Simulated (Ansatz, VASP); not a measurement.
**Zn2SnN3: VASP beside Ansatz**

```xyz
6
Lattice="3.4656 2.0009 3.5658 -3.4656 2.0009 3.5658 0.0000 -4.0018 3.5658" Properties=species:S:1:pos:R:3 pbc="T T T"
Zn    0.0000    0.0000    3.6080
Zn    0.0000    0.0000    7.0894
Sn    0.0000    0.0000    0.0000
N     0.0000    0.0000    8.8497
N     0.0000    0.0000    1.8477
N     0.0000    0.0000    5.3487
```

Alike in both runs: functional PBE; k mesh 6 × 6 × 6; occupations gaussian, width 0.1 eV; no spin polarisation.

Ansatz relaxed the structure, and its values are those at the end. VASP's run is a single point on that final structure, the one shown.

|  | VASP | Ansatz |
| --- | --- | --- |
| version | VASP 6.6.1 | Ansatz 0.2.0 |
| potentials or method | VASP PAW PBE potentials, release 64 (Zn, Sn_d, N_h), cutoff 910 eV | scalar-relativistic, plane waves, PAW |
| valence electrons in the cell | 53 | 53 |

```csv
,VASP,Ansatz,Ansatz less VASP
gap on the k mesh at the Fermi level (eV),none,none,-
rms of the force components (eV/Å),0.090,0.006,-0.0840
```

A gap of «none» marks a metal or a gap that the smearing closes. The functional is the same, so the differences come from potentials, cutoffs and numerics.

Noted on VASP's run: the cutoff is short for stress, so the pressure is rough.
